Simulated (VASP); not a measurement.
YAl3N4:

```
Y Al N
1.0
     4.81668    0.00000    0.00000
     0.00000    4.81668    0.00000
     0.00000    0.00000    4.81668
Y Al N
1 3 4
Cartesian
  2.4083 2.4083 2.4083
  0.0000 0.0000 2.4083
  2.4083 0.0000 0.0000
  0.0000 2.4083 0.0000
  2.4083 2.4083 0.0000
  0.0000 2.4083 2.4083
  2.4083 0.0000 2.4083
  0.0000 0.0000 0.0000
```

```yaml
Program: VASP 6.6.1
Task: relaxation of cell and atoms
Functional: PBE
Potentials_or_basis: VASP PAW PBE potentials, release 64 (Y_sv, Al, N)
Cutoff: 600 eV
k_mesh: 4 × 4 × 4
Occupations: gaussian, width 0.1 eV
Spin: no spin polarisation
```

At the start: pressure -30.4 GPa; volume 13.97 Å³/atom.

How do energy, volume and symmetry change on relaxing?

Over 3 steps the energy falls by 422.7 meV/atom and the volume is 10.55 Å³/atom (-24.5 %); space group Pm-3m (No. 221, to 0.1 Å) before and after.

The path:
| step | energy change (eV) | largest force (eV/Å) | pressure (GPa) | volume (Å³) |
| --- | --- | --- | --- | --- |
| 1 | 0.0000 | 0.0000 | -30.37 | 111.75 |
| 2 | -2.4402 | 0.0000 | 33.40 | 74.16 |
| 3 | -3.3819 | 0.0000 | -0.39 | 84.41 |

Final structure:
```yaml
crystal:
  lattice:
    - [4.38666, 0.00000, 0.00000]
    - [0.00000, 4.38666, 0.00000]
    - [0.00000, 0.00000, 4.38666]
  atoms:
    - { symbol: Y, position: [0.50000, 0.50000, 0.50000] }
    - { symbol: Al, position: [0.00000, 0.00000, 0.50000] }
    - { symbol: Al, position: [0.50000, 0.00000, 0.00000] }
    - { symbol: Al, position: [0.00000, 0.50000, 0.00000] }
    - { symbol: N, position: [0.50000, 0.50000, 0.00000] }
    - { symbol: N, position: [0.00000, 0.50000, 0.50000] }
    - { symbol: N, position: [0.50000, 0.00000, 0.50000] }
    - { symbol: N, position: [0.00000, 0.00000, 0.00000] }
```

Caveat: the volume moved by over 15 % at a fixed basis, so the end points are rough.
